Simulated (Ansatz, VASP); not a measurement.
RbCdH3: VASP beside Ansatz

Contents of INCAR:

```
  PREC = Accurate
  ENCUT = 500
  EDIFF = 1E-6
  ISMEAR = 0
  SIGMA = 0.05
  LREAL = F
  LASPH = T
  NELM = 120
  ALGO = Normal
  ISIF = 2
  LWAVE = F
  LCHARG = T
  GGA = PE
  LELF = T
  LVHAR = T
  NBANDS = 20
  GGA_COMPAT = F
```

KPOINTS

```
regular mesh
0
Gamma
  4 4 4
```

Contents of POSCAR:

```
RbCdH3
1.0
    4.2044687101      0.0000000000      0.0000000000
    0.0000000000      4.2044687101      0.0000000000
    0.0000000000      0.0000000000      4.2044687101
Rb Cd H
1 1 3
Direct
    0.0000000000      0.0000000000      0.0000000000
    0.5000000000      0.5000000000      0.5000000000
    0.5000000000      0.5000000000      0.0000000000
    0.5000000000      0.0000000000      0.5000000000
    0.0000000000      0.5000000000      0.5000000000
```

Input for Ansatz:

```yaml
crystal:
  lattice:
    - [4.2044687101, 0.0, 0.0]
    - [0.0, 4.2044687101, 0.0]
    - [0.0, 0.0, 4.2044687101]
  atoms:
    - { symbol: Rb, position: [0.0, 0.0, 0.0] }
    - { symbol: Cd, position: [0.5, 0.5, 0.5] }
    - { symbol: H, position: [0.5, 0.5, 0.0] }
    - { symbol: H, position: [0.5, 0.0, 0.5] }
    - { symbol: H, position: [0.0, 0.5, 0.5] }
basis:
  ecutwfc: 420
kpoints:
  mp_grid: { grid: [4, 4, 4] }
hamiltonian:
  xc: pbe
scf:
  occupations: { method: gaussian, width: 0.05 }
output:
  forces: true
  stress: true
  eigenvalues: true
```

Alike in both runs: task single point; functional PBE; k mesh 4 × 4 × 4; occupations gaussian, width 0.05 eV; no spin polarisation.

|  | VASP | Ansatz |
| --- | --- | --- |
| version | VASP 6.6.1 | Ansatz 0.2.0 |
| potentials or method | VASP PAW PBE potentials, release 64 (Rb_sv, Cd, H), cutoff 500 eV | scalar-relativistic, plane waves, PAW |
| valence electrons in the cell | 24 | 32 |

```csv
,VASP,Ansatz,Ansatz less VASP
gap on the k mesh at the Fermi level (eV),none,none,-
pressure (GPa),0.2,0.2,-0.06
```

A gap of «none» marks a metal or a gap that the smearing closes. VASP's potentials hold 24 valence electrons a cell and Ansatz's 32, so a difference there can come from the potentials and not from the codes.

The k mesh is coarse, so the values compare programs but aren't converged.
